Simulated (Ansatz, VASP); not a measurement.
**BN: VASP beside Ansatz**

File POSCAR:

```
BN
1.0
    2.4999725135      0.0000000000      0.0000000000
   -1.2499862567      2.1650397054      0.0000000000
    0.0000000000      0.0000000000      6.8724905086
B N
2 2
Direct
    0.3333333333      0.6666666667      0.0000000000
    0.6666666667      0.3333333333      0.5000000000
    0.3333333333      0.6666666667      0.5000000000
    0.6666666667      0.3333333333      1.0000000000
```

The input INCAR.step1:

```
SYSTEM = BN
ALGO = Normal
EDIFF = 1E-4
ENCUT = 600
GGA = PE
ISMEAR = 0
LASPH = .True.
LCHARG = .False.
LREAL = .False.
LWAVE = .True.
NELM = 100
PREC = Accurate
SIGMA = 0.02
```

Contents of INCAR.step2:

```
SYSTEM = BN
ALGO = Normal
EDIFF = 1E-6
EDIFFG = -0.002
ENCUT = 600
IBRION = 2
ISIF = 3
ISMEAR = 0
ISTART = 1
LASPH = .True.
LCHARG = .False.
LMIXTAU = .True.
LREAL = .False.
LWAVE = .False.
METAGGA = R2SCAN
NELM = 100
NSW = 100
PREC = Accurate
SIGMA = 0.02
```

The input KPOINTS:

```
k-points
0
Gamma
  15 15 6
  0 0 0
```

Input for Ansatz:

```yaml
crystal:
  lattice:
    - [2.4999725135, 0.0, 0.0]
    - [-1.2499862567, 2.1650397054, 0.0]
    - [0.0, 0.0, 6.8724905086]
  atoms:
    - { symbol: B, position: [0.3333333333, 0.6666666667, 0.0] }
    - { symbol: B, position: [0.6666666667, 0.3333333333, 0.5] }
    - { symbol: "N", position: [0.3333333333, 0.6666666667, 0.5] }
    - { symbol: "N", position: [0.6666666667, 0.3333333333, 1.0] }
basis:
  ecutwfc: 600.0
kpoints:
  mp_grid: { grid: [15, 15, 6] }
hamiltonian:
  xc: r2scan
  pseudopotentials: { kind: paw, azcp: { folder: soft_1 } }
scf:
  occupations: { method: gaussian, width: 0.02 }
output:
  forces: true
  stress: true
  eigenvalues: true
  write_density: true
  write_potential: true
  elf: true
  volumetric_format: npy
relax:
  adjacent_minimum: "off"
  f_tol: 0.002
  max_steps: 80
  cell: { stress_tol: 0.02 }
```

Alike in both runs: task relaxation of cell and atoms; functional r2SCAN; k mesh 15 × 15 × 6; occupations gaussian, width 0.02 eV; no spin polarisation.

```csv
,VASP,Ansatz
version,VASP 6.6.1,Ansatz 0.2.0
potentials or method,"VASP PAW PBE potentials, release 64 (B, N), cutoff 600 eV","scalar-relativistic, plane waves, PAW"
valence electrons in the cell,16,16
```

|  | VASP | Ansatz | Ansatz less VASP |
| --- | --- | --- | --- |
| gap on the k mesh at the Fermi level, each at its own relaxed structure (eV) | 4.96 | 4.94 | -0.021 |
| relaxed volume (Å³/atom) | 9.27 | 9.32 | +0.051 |
| relaxed length of the cell vector where the two differ most in proportion (Å) | 6.834 | 6.886 | +0.0511 |

VASP's potentials were made for PBE, not for r2SCAN.
